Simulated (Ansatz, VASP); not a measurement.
In3O2: VASP beside Ansatz

```
In O
1.0
     4.77121    0.00000    0.00000
     0.00000    4.77121    0.00000
     0.00000    0.00000    4.77121
In O
3 2
Direct
  0.00000 0.50000 0.50000
  0.50000 0.00000 0.50000
  0.50000 0.50000 0.00000
  0.50000 0.50000 0.50000
  0.00000 0.00000 0.00000
```

Alike in both runs: functional PBE; k mesh 8 × 8 × 8; occupations gaussian, width 0.1 eV; no spin polarisation.

Ansatz relaxed the structure, and its values are those at the end. VASP's run is a single point on that final structure, the one shown.

|  | VASP | Ansatz |
| --- | --- | --- |
| version | VASP 6.6.1 | Ansatz 0.2.0 |
| potentials or method | VASP PAW PBE potentials, release 64 (In_d, O), cutoff 520 eV | scalar-relativistic, plane waves, PAW |
| valence electrons in the cell | 51 | 51 |

Ansatz gave:

| Quantity | Value |
| --- | --- |
| gap on the k mesh at the Fermi level (eV) | none |
| pressure (GPa) | 0.0 |

Estimate VASP's values.

gap on the k mesh at the Fermi level (eV): none; pressure (GPa): -0.1.

A gap of «none» marks a metal or a gap that the smearing closes.
